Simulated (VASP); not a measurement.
# Sn (Im-3m) in VASP: a series of runs

The runs below take Sn through single point, relaxation of cell and atoms, with PBEsol.

All numbers are computed with VASP 6.6.1; they aren't measurements. Logs are shortened: lines on timing, memory, paths and dates and some standing lists are left out, and cuts for length are marked.

**1. The cell of the first run**

Symmetry: Im-3m, No. 229, cubic system. Conventional cell: a = 3.572 Å, b = 3.572 Å, c = 3.572 Å, α = 90.00°, β = 90.00°, γ = 90.00°. Within 4.1 Å of Sn (site symmetry m-3m) lie 14 Sn at 3.09 to 3.57 Å.

**2. Single point, PBEsol**

INCAR

```
SYSTEM = Sn
PREC = Accurate ; ENCUT = 500
EDIFF = 1E-6 ; ISMEAR = -1
SIGMA = 0.05 ; LREAL = .FALSE.
LASPH = .TRUE. ; NELM = 120
ALGO = Normal ; ISIF = 2
LWAVE = .FALSE. ; LCHARG = .TRUE.
GGA = PS ; LELF = .TRUE.
LVHAR = .TRUE. ; NBANDS = 13
GGA_COMPAT = .FALSE.
```

KPOINTS

```
Automatic mesh
0
G
  10 10 10
  0 0 0
```

POSCAR

```
Sn
1.0
   -1.7862063907      1.7862063907      1.7862063907
    1.7862063907     -1.7862063907      1.7862063907
    1.7862063907      1.7862063907     -1.7862063907
Sn
1
Direct
    0.0000000000      0.0000000000      0.0000000000
```

Potentials or basis: VASP PAW PBE potentials, release 64 (Sn_d).

Command:

```console
> cat potpaw_PBE.64/Sn_d/POTCAR > POTCAR
> mpirun -np 1 vasp_std > vasp.out
```

OUTCAR:

```text
SYSTEM = Sn
   PREC = Accurate
   ENCUT = 500
   EDIFF = 1E-6
   ISMEAR = -1
   LREAL = .FALSE.
   LASPH = .TRUE.
   NELM = 120
   ISIF = 2
   GGA = PS

 ion  position               nearest neighbor table
   1  0.000  0.000  0.000-

  LATTYP: Found a body centered cubic cell.
 ALAT       =     3.5724127814

  Lattice vectors:

 A1 = (  -1.7862063907,   1.7862063907,   1.7862063907)
 A2 = (   1.7862063907,  -1.7862063907,   1.7862063907)
 A3 = (   1.7862063907,   1.7862063907,  -1.7862063907)

Analysis of symmetry for initial positions (statically):
=====================================================================
 Subroutine PRICEL returns:
 Original cell was already a primitive cell.

 Routine SETGRP: Setting up the symmetry group for a
 body centered cubic supercell.

 Subroutine GETGRP returns: Found 48 space group operations
[... 9 lines left out ...]

 Routine SETGRP: Setting up the symmetry group for a
 body centered cubic supercell.

 Subroutine GETGRP returns: Found 48 space group operations
[... 11 lines left out ...]
                                     Primitive cell

  volume of cell :      22.7958

  direct lattice vectors                    reciprocal lattice vectors
    -1.786206391  1.786206391  1.786206391     0.000000000  0.279922859  0.279922859
     1.786206391 -1.786206391  1.786206391     0.279922859  0.000000000  0.279922859
     1.786206391  1.786206391 -1.786206391     0.279922859  0.279922859  0.000000000

  length of vectors
     3.093800221  3.093800221  3.093800221     0.395870704  0.395870704  0.395870704

  position of ions in fractional coordinates (direct lattice)
     0.000000000  0.000000000  0.000000000

  ion indices of the primitive-cell ions
   primitive index   ion index
                 1           1

----------------------------------------------------------------------------------------

 KPOINTS: Automatic mesh

Automatic generation of k-mesh.
 Grid dimensions read from file:
 generate k-points for:   10   10   10

 Generating k-lattice:

  Cartesian coordinates                     Fractional coordinates (reciprocal lattice)
     0.000000000  0.027992286  0.027992286     0.100000000  0.000000000  0.000000000
     0.027992286  0.000000000  0.027992286     0.000000000  0.100000000  0.000000000
     0.027992286  0.027992286  0.000000000     0.000000000  0.000000000  0.100000000

  Length of vectors
     0.039587070  0.039587070  0.039587070
[... 46 lines left out ...]
   ISTART =      0    job   : 0-new  1-cont  2-samecut
   ICHARG =      2    charge: 1-file 2-atom 10-const
   ISPIN  =      1    spin polarized calculation?
   LNONCOLLINEAR =      F non collinear calculations
   LSORBIT =      F    spin-orbit coupling
   LASPH  =      T    aspherical Exc in radial PAW
   ENCUT  =  500.0 eV  36.75 Ry    6.06 a.u.   5.64  5.64  5.64*2*pi/ulx,y,z
   NELM   =    120;   NELMIN=  2; NELMDL= -5     # of ELM steps
   EDIFF  = 0.1E-05   stopping-criterion for ELM
   LREAL  =      F    real-space projection
   EDIFFG = 0.1E-04   stopping-criterion for IOM
   NSW    =      0    number of steps for IOM
   IBRION =     -1    ionic relax: 0-MD 1-quasi-New 2-CG
   NFREE  =      0    steps in history (QN), initial steepest desc. (CG)
   ISIF   =      2    stress and relaxation
   ISYM   =      2    0-nonsym 1-usesym 2-fastsym
   POTIM  = 0.5000    time-step for ionic-motion
   TEBEG  =    0.0;   TEEND  =   0.0 temperature during run
   PSTRESS=    0.0 pullay stress
   NELECT =      14.0000    total number of electrons
   NUPDOWN=      -1.0000    fix difference up-down
   EMIN   =  10.00;   EMAX   =-10.00  energy-range for DOS
[... 5 lines left out ...]
     AMIX     =   0.40;   BMIX     =  1.00
     AMIX_MAG =   1.60;   BMIX_MAG =  1.00
  volume/ion in A,a.u.               =      22.80       153.83
  Fermi-wavevector in a.u.,A,eV,Ry     =   1.391551  2.629651 26.346524  1.936415
  Thomas-Fermi vector in A             =   2.515379
   LORBIT       =      0    0 simple, 1 ext, 2 COOP (PROOUT), +10 PAW based schemes
   GGA     = PS    functional components
   LHFCALC =     F    Hartree Fock is set to
   AEXX    =    0.0000 exact exchange contribution
   IVDW    =     0    specifies the selected vdW correction
   LEPSILON=     F    determine dielectric tensor
   LRPA    =     F    only Hartree local field effects (RPA)
 non-spin polarized calculation
  energy-cutoff  :      500.00
  volume of cell :       22.80
 maximum number of plane-waves:       603
   NGX = 11   NGY = 11   NGZ = 11

 number of electron      13.9999992 magnetization

 Free energy of the ion-electron system (eV)
  ---------------------------------------------------
  ext. energy  EPLUGINS =         0.00000000
  ---------------------------------------------------
  free energy    TOTEN  =        -4.13397490 eV

  energy without entropy =       -4.13098167  energy(sigma->0) =       -4.13247829

 E-fermi :  10.2542     XC(G=0): -11.3606

 val. band max:       10.1278326414   @ k =  -0.4000   0.4000   0.4000
 cond. band min:      10.2727553722   @ k =   0.4000   0.2000   0.0000
 fundamental gap:      0.1449227308
 Fermi energy:        10.2542043513

 k-point     1 :       0.0000    0.0000    0.0000
  band No.  band energies     occupation
      1     -11.3702      2.00000
      2     -11.3702      2.00000
      3     -11.3702      2.00000
      4     -11.1356      2.00000
      5     -11.1356      2.00000
      6      -2.2628      2.00000
      7      19.9682      0.00000
      8      19.9682      0.00000
      9      19.9682      0.00000
     10      22.6883      0.00000
     11      22.6883      0.00000
     12      22.6883      0.00000
     13      24.4106      0.00000
[... 354 lines left out ...]
  band No.  band energies     occupation
      1     -11.3881      2.00000
      2     -11.3198      2.00000
      3     -11.1928      2.00000
      4     -11.1490      2.00000
      5     -11.1305      2.00000
      6       0.2852      2.00000
      7      10.5808      0.00291
      8      14.7368      0.00000
      9      16.1566      0.00000
     10      20.1844      0.00000
     11      21.1494      0.00000
     12      22.2402      0.00000
     13      28.5837      0.00000

 [... further k-points ...]
[... 5 lines left out ...]
  --------------------------------------------------------------------------------------
  -------------------------------------------------------------------------------------
  Total        1.4158845      1.4158845      1.4158845      0.0000000      0.0000000     -0.0000000
  in kB       99.5138423     99.5138423     99.5138423      0.0000000      0.0000000     -0.0000000
  external PRESSURE =      99.5138423 kB  Pullay stress =       0.0000000 kB

 VOLUME and BASIS-vectors are now :
 -----------------------------------------------------------------------------
  energy-cutoff  :      500.00
  volume of cell :       22.80
      direct lattice vectors                 reciprocal lattice vectors
    -1.786206391  1.786206391  1.786206391     0.000000000  0.279922859  0.279922859
     1.786206391 -1.786206391  1.786206391     0.279922859  0.000000000  0.279922859
     1.786206391  1.786206391 -1.786206391     0.279922859  0.279922859  0.000000000

 POSITION                                       TOTAL-FORCE (eV/Angst)
 -----------------------------------------------------------------------------------
      0.00000      0.00000      0.00000         0.000000      0.000000      0.000000
 -----------------------------------------------------------------------------------
    total drift:                                0.000000      0.000000     -0.000000

  FREE ENERGIE OF THE ION-ELECTRON SYSTEM (eV)
  ---------------------------------------------------
  free  energy   TOTEN  =        -4.1339748975 eV

  energy  without entropy=       -4.1309816730  energy(sigma->0) =       -4.13247829
```

OSZICAR:

```text
N       E                     dE             d eps       ncg     rms          rms(c)
DAV:   1     0.762089172513E+02    0.76209E+02   -0.68998E+03  1288   0.165E+03
DAV:   2     0.623917681192E+00   -0.75585E+02   -0.73104E+02  1277   0.328E+02
DAV:   3    -0.407024592887E+01   -0.46942E+01   -0.46799E+01  1510   0.681E+01
DAV:   4    -0.416336789992E+01   -0.93122E-01   -0.93107E-01  1455   0.101E+01
DAV:   5    -0.416621893575E+01   -0.28510E-02   -0.28510E-02  1512   0.170E+00    0.190E+00
DAV:   6    -0.414269188524E+01    0.23527E-01   -0.20308E-02  1522   0.279E+00    0.102E+00
DAV:   7    -0.413447919397E+01    0.82127E-02   -0.11711E-02  1522   0.200E+00    0.147E-01
DAV:   8    -0.413397508614E+01    0.50411E-03   -0.88853E-04  1497   0.535E-01    0.237E-02
DAV:   9    -0.413397475430E+01    0.33183E-06   -0.17890E-05  1689   0.560E-02    0.128E-02
DAV:  10    -0.413397489751E+01   -0.14321E-06   -0.79761E-07  1031   0.107E-02
   1 F= -.41339749E+01 E0= -.41324783E+01  d E =-.299322E-02
```

stdout:

```text
POSCAR found type information on POSCAR Sn
 POSCAR found :  1 types and       1 ions
 scaLAPACK will be used
 -----------------------------------------------------------------------------
|                                                                             |
|                                                                             |
|     You enforced a specific xc type in the INCAR file but a different       |
|     I HOPE YOU KNOW WHAT YOU ARE DOING!                                     |
|                                                                             |
 -----------------------------------------------------------------------------

 LDA part: xc-table for (Slater+PW92), standard interpolation
 POSCAR, INCAR and KPOINTS ok, starting setup
 FFT: planning ... GRIDC
 FFT: planning ... GRID_SOFT
 FFT: planning ... GRID
 WAVECAR not read
 entering main loop
```

Wall time 13 s (1 thread of Intel Xeon 8259CL, shared host); peak memory 0.14 GiB.

What came out:

* Free energy: -4.1340 eV
* Pressure: 10.0 GPa
* Band gap on the k mesh: zero (band 7 reaches 19.97 eV, above the bottom of band 8 at 7.38 eV)

Caveat: the PAW data sets were made with another functional, which shifts forces and pressure a little; spin-orbit coupling is left out, which moves the levels of the heavy elements.

**3. Single point, PBEsol**

This run uses another cell than the first one, of 24.08 Å³/atom, 1.057 times its volume.

INCAR

```
SYSTEM = Sn
PREC = Accurate ; ENCUT = 500
EDIFF = 1E-6 ; ISMEAR = -1
SIGMA = 0.05 ; LREAL = .FALSE.
LASPH = .TRUE. ; NELM = 120
ALGO = Normal ; ISIF = 2
LWAVE = .FALSE. ; LCHARG = .FALSE.
GGA = PS ; NBANDS = 13
GGA_COMPAT = .FALSE.
```

KPOINTS

```
regular mesh
0
G
  10 10 10
  0 0 0
```

POSCAR

```
Sn
1.0
   -1.8192530994      1.8192530994      1.8192530994
    1.8192530994     -1.8192530994      1.8192530994
    1.8192530994      1.8192530994     -1.8192530994
Sn
1
Direct
    0.0000000000      0.0000000000      0.0000000000
```

Potentials or basis: VASP PAW PBE potentials, release 64 (Sn_d).

Command:

```console
> cat potpaw_PBE.64/Sn_d/POTCAR > POTCAR
> mpirun -np 1 vasp_std > vasp.out
```

It took 10 s on 1 thread of Intel Xeon 8259CL, shared host; peak memory 0.14 GiB.

The run converged. Its results:

- Free energy: -4.1933 eV
- Pressure: 4.9 GPa
- Band gap on the k mesh: zero (band 7 reaches 18.61 eV, above the bottom of band 8 at 6.80 eV)

Levels at points of the mesh, in eV from the Fermi level:
```csv
k point,band 3,band 4,band 5,band 6,band 7,band 8,band 9,band 10,band 11,band 12
"(0.00, 0.00, 0.00)",-21.55,-21.35,-21.35,-12.04,9.14,9.14,9.14,12.36,12.36,12.36
"(0.50, 0.00, 0.00)",-21.36,-21.36,-21.23,-6.57,-5.08,4.02,5.84,8.70,8.71,16.12
"(0.50, 0.50, 0.50)",-21.26,-21.26,-21.26,-1.75,-0.63,-0.63,-0.63,3.81,3.81,18.87
```

Caveat: the PAW data sets were made with another functional, which shifts forces and pressure a little; spin-orbit coupling is left out, which moves the levels of the heavy elements.

**4. Single point, PBEsol**

This run uses another cell than the first one, of 25.10 Å³/atom, 1.101 times its volume.

INCAR

```
SYSTEM = Sn
ALGO = Normal ; EDIFF = 1E-6
ENCUT = 500 ; GGA = PS
GGA_COMPAT = .False. ; ISIF = 2
ISMEAR = -1 ; LASPH = .True.
LCHARG = .False. ; LREAL = .False.
LWAVE = .False. ; NBANDS = 13
NELM = 120 ; PREC = Accurate
SIGMA = 0.05
```

KPOINTS

```
k-points
0
Gamma
  10 10 10
  0 0 0
```

POSCAR

```
Sn
1.0
   -1.8445758706      1.8445758706      1.8445758706
    1.8445758706     -1.8445758706      1.8445758706
    1.8445758706      1.8445758706     -1.8445758706
Sn
1
Direct
    0.0000000000      0.0000000000      0.0000000000
```

Command:

```console
> cat potpaw_PBE.64/Sn_d/POTCAR > POTCAR
> mpirun -np 1 vasp_std > vasp.out
```

Wall time 12 s (1 thread of Intel Xeon 8259CL, shared host); peak memory 0.14 GiB.

The run converged. Its results:

- Free energy: -4.2152 eV
- Pressure: 2.0 GPa
- Band gap on the k mesh: zero (band 7 reaches 17.64 eV, above the bottom of band 8 at 6.39 eV)

Levels at points of the mesh, in eV from the Fermi level:
```tsv
k point	band 5	band 6	band 7	band 8	band 9	band 10
(0.00, 0.00, 0.00)	-21.32	-11.69	8.73	8.73	8.73	12.30
(0.50, 0.00, 0.00)	-21.21	-6.50	-4.83	3.89	5.72	8.45
(0.50, 0.50, 0.50)	-21.24	-2.00	-0.56	-0.56	-0.56	3.84
```

Caveat: the PAW data sets were made with another functional, which shifts forces and pressure a little; spin-orbit coupling is left out, which moves the levels of the heavy elements.

**5. Relaxation of cell and atoms, PBEsol, target pressure 2 GPa, at which the enthalpy is minimised**

This run uses another cell than the first one, of 27.20 Å³/atom, 1.193 times its volume.

INCAR

```
PREC = Accurate
ENCUT = 500
EDIFF = 1E-7
ISMEAR = -1
SIGMA = 0.05
LREAL = F
LASPH = T
NELM = 120
ALGO = Normal
ISIF = 3
LWAVE = F
LCHARG = F
GGA = PS
IBRION = 2
NSW = 60
EDIFFG = -0.01
PSTRESS = 20.0
GGA_COMPAT = F
NELMIN = 4
```

KPOINTS

```
Automatic mesh
0
Gamma
  10 10 10
```

POSCAR

```
Sn
1.0
   -1.8946518192      1.8946518192      1.8946518192
    1.8946518192     -1.8946518192      1.8946518192
    1.8946518192      1.8946518192     -1.8946518192
Sn
1
Direct
    0.0000000000      0.0000000000      0.0000000000
```

Command:

```console
> cat potpaw_PBE.64/Sn_d/POTCAR > POTCAR
> mpirun -np 1 vasp_std > vasp.out
```

Run time: 30 s. Hardware: 1 thread of Intel Xeon 8259CL, shared host; peak memory 0.15 GiB.

The run converged. Its results:

| Quantity | Value |
| --- | --- |
| Free energy | -4.2159 eV |
| Relaxed volume | 25.08 Å³/atom |
| Relaxed cell | a = 3.194 Å, b = 3.194 Å, c = 3.194 Å, α = 109.47°, β = 109.47°, γ = 109.47° |
| Space group after relaxing (to 0.05 Å) | Im-3m (No. 229) |
| Energy change on relaxing (the enthalpy is what falls) | -4.0 meV/atom |
| Ionic steps | 3 |
| Pressure after relaxing | 2.0 GPa |
| Band gap on the k mesh | zero (band 7 reaches 17.66 eV, above the bottom of band 8 at 6.40 eV) |

The path:
| step | energy change (eV) | largest force (eV/Å) | pressure (GPa) | volume (Å³) |
| --- | --- | --- | --- | --- |
| 1 | 0.0000 | 0.0000 | -2.23 | 27.20 |
| 2 | 0.0068 | 0.0000 | 3.70 | 24.47 |
| 3 | -0.0040 | 0.0000 | 2.02 | 25.08 |

Final structure:
```
CELL_PARAMETERS angstrom
-1.84401 1.84401 1.84401
1.84401 -1.84401 1.84401
1.84401 1.84401 -1.84401
ATOMIC_POSITIONS crystal
Sn 0.00000 0.00000 0.00000
```

Levels at points of the mesh, in eV from the Fermi level:
```
           k point  band 5  band 6  band 7  band 8  band 9  band 10
(0.00, 0.00, 0.00)  -21.32  -11.70    8.74    8.74    8.74    12.30
(0.50, 0.00, 0.00)  -21.21   -6.50   -4.84    3.89    5.72     8.45
(0.50, 0.50, 0.50)  -21.24   -2.00   -0.56   -0.56   -0.56     3.84
```

Caveat: the cell is relaxed towards a set pressure, so the enthalpy falls and the energy may rise; the PAW data sets were made with another functional, which shifts forces and pressure a little; spin-orbit coupling is left out, which moves the levels of the heavy elements.

[end of part 1 of 2]
